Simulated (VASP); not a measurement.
**Co: single point with LDA**

Co:

```
Co
1.0
     2.51902    0.00000    0.00000
    -1.25951    2.18153    0.00000
     0.00000    0.00000    8.24687
Co
4
Direct
  0.66667 0.33333 0.75000
  0.00000 0.00000 0.50000
  0.33333 0.66667 0.25000
  0.00000 0.00000 0.00000
```

```json
{
 "Program": "VASP 6.6.1",
 "Task": "single point",
 "Functional": "LDA",
 "Potentials or basis": "VASP PAW LDA potentials, release 64 (Co)",
 "Cutoff": "520 eV",
 "k mesh": "12 × 12 × 4",
 "Occupations": "fermi-dirac, width 0.05 eV",
 "Spin": "collinear spin, ferromagnetic start",
 "Starting moments": "[2.0, 2.0, 2.0, 2.0] μB",
 "Dipole correction": "no",
 "Further INCAR settings": "ALGO = Normal; EDIFF = 1e-06; NBANDS = 30"
}
```

```
Pressure                                              : -24.9 GPa
Net moment                                            : 6.49 μB per cell
Site moments                                          : Co +1.64, +1.62 (each value once) μB
Valence electrons inside the program's atomic spheres : Co 8.20
```

Stress tensor (GPa, compression positive):
```
-23.82   0.00   0.00
  0.00 -23.82   0.00
  0.00   0.00 -27.06
```

Levels at points of the mesh, in eV from the Fermi level:
Spin up:
```csv
k point,band 20,band 21,band 22,band 23,band 24,band 25
"(0.00, 0.00, 0.00)",-1.04,-1.04,-0.68,-0.68,-0.22,5.84
"(0.50, 0.00, 0.00)",-0.45,0.31,1.36,2.38,2.96,6.63
"(0.00, 0.00, 0.50)",-1.47,-0.84,-0.84,-0.84,-0.84,8.78
"(0.50, 0.00, 0.50)",-0.47,1.23,1.23,2.69,2.69,6.98
```
Spin down:
```csv
k point,band 12,band 13,band 14,band 15,band 16,band 17
"(0.00, 0.00, 0.00)",-0.78,-0.78,-0.73,-0.73,-0.06,0.01
"(0.50, 0.00, 0.00)",-0.09,-0.08,0.70,1.08,1.09,1.11
"(0.00, 0.00, 0.50)",-0.97,-0.86,-0.86,-0.86,-0.86,0.18
"(0.50, 0.00, 0.50)",-0.71,-0.16,-0.16,0.73,0.73,1.11
```

Wall time 92 s on 1 thread of Intel(R) Xeon(R) 6975P-C (Granite Rapids), with other jobs on the host, peak memory 0.22 GiB.

Caveat: the cell stands under tension.
